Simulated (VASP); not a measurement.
Input of a VASP 6.6.1 run:

The input INCAR:

```
SYSTEM = Pb
ALGO = Fast ; EDIFF = 1E-7
ENCUT = 520 ; GGA = PS
ISIF = 2 ; ISMEAR = 0
LASPH = .TRUE. ; LCHARG = .TRUE.
LELF = .TRUE. ; LREAL = .FALSE.
LVHAR = .TRUE. ; LWAVE = .FALSE.
NBANDS = 21 ; NELM = 80
PREC = Accurate ; SIGMA = 0.15
```

File KPOINTS:

```
k-points
0
G
  15 15 10
  0 0 0
```

The input POSCAR:

```
Pb
1.0
    3.4800006906      0.0000000000      0.0000000000
   -1.7400003453      3.0137690032      0.0000000000
    0.0000000000      0.0000000000      5.6738500000
Pb
2
Direct
    0.3333333333      0.6666666667      0.2500000000
    0.6666666667      0.3333333333      0.7500000000
```

Potentials or basis: VASP PAW PBE potentials, release 64 (Pb_d).

The run is started by

```console
$ cat potpaw_PBE.64/Pb_d/POTCAR > POTCAR
$ mpirun -np 1 vasp_std > vasp.out
```

Question: What does it give for the band gap on the k mesh?

Answer: Zero (band 14 reaches 13.00 eV, above the bottom of band 15 at 5.22 eV).

Question: What does it give for the pressure?

Answer: 0.2 GPa.

Stress tensor (GPa, compression positive):
```
-0.25  0.00  0.00
 0.00 -0.25  0.00
 0.00  0.00  0.98
```

Caveat: the cell differs from its parent crystal (strain +0.0150 x Voigt [0, 0, 1, 0, 0, 0]); the PAW data sets were made with another functional, which shifts forces and pressure a little; spin-orbit coupling is left out, which moves the levels of the heavy elements.
